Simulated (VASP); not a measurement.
Write the native input for VASP 6.6.1 that does the following.

| Quantity | Value |
| --- | --- |
| Task | single point |
| Functional | PBE |
| Potentials or basis | VASP PAW PBE potentials, release 64 (Si, N) |
| Cutoff | 520 eV |
| k mesh | 1 × 1 × 1, shifted |
| Occupations | fermi-dirac, width 0.05 eV |
| Spin | no spin polarisation |
| Dipole correction | no |
| Further INCAR settings | LREAL = Auto; ALGO = Normal; EDIFF = 1e-06; NBANDS = 69; ISYM = 0 |

The structure of Si11N12 lies in POSCAR:

```
Si11N12
1.0
    6.4418990000      0.1209050000      0.0829390000
    0.1209050000      6.5958520000      0.1101930000
    0.0829390000      0.1101930000      6.6182720000
Si N
11 12
Direct
    0.7249051769      0.6156151951      0.3845128463
    0.0003899379      0.0625585948      0.6293831894
    0.5624847871      0.1583796322      0.2601541229
    0.6489368111      0.4770582528      0.9664557984
    0.4741738333      0.0908797323      0.6327330134
    0.1512801463      0.7458395891      1.0149367802
    0.7309530339      0.8854165192      0.9846887199
    0.5173610067      0.6650448937      0.7020026230
    0.2305855950      0.3404231826      0.9088609851
    0.1400501521      0.9004212758      0.3485408667
    0.9266717503      0.3087974768      0.1148557284
    0.4570484185      0.2826172226      0.0417103470
    0.2696803720      0.5914787906      0.8147498557
    0.7120130388      0.3358271183      0.3922489969
    0.3998864488      0.0064940755      0.3981084815
    0.2399526083      0.1881151953      0.7036793884
    0.9653987632      0.8959167312      0.8356365589
    0.5278433933      0.8941106258      0.8077349291
    0.0674376288      0.5473726292      0.2015881424
    0.6501109947      0.6739664580      0.1341675075
    0.0009306671      0.6505260730      0.3850405955
    0.7939377412      0.0587565018      0.1554070371
    0.7277254501      0.2002452206      0.5815298249
```

The input as run:

INCAR

```
SYSTEM = Si11N12
ALGO = Normal ; EDIFF = 1E-6
ENCUT = 520 ; GGA = PE
ISIF = 2 ; ISMEAR = -1
ISYM = 0 ; LASPH = .TRUE.
LCHARG = .FALSE. ; LREAL = Auto
LWAVE = .FALSE. ; NBANDS = 69
NELM = 100 ; PREC = Accurate
SIGMA = 0.05
```

KPOINTS

```
Automatic mesh
0
Gamma
  1 1 1
  0.25 0.25 0.25
```

Potentials or basis: VASP PAW PBE potentials, release 64 (Si, N).

Command:

```sh
$ cat potpaw_PBE.64/Si/POTCAR potpaw_PBE.64/N/POTCAR > POTCAR
$ mpirun -np 1 vasp_std > vasp.out
```

It gave:

```json
{
  "Pressure": "-1.5 GPa",
  "Largest force": "2.997 eV/Å",
  "Band gap on the k mesh": "1.21 eV"
}
```

Caveat: the k points lie up to 0.98 Å⁻¹ apart.

Run time: 25 s on 1 thread of AMD EPYC 9R45 96-Core Processor (Zen 5), on a shared host, peak memory 0.29 GiB.
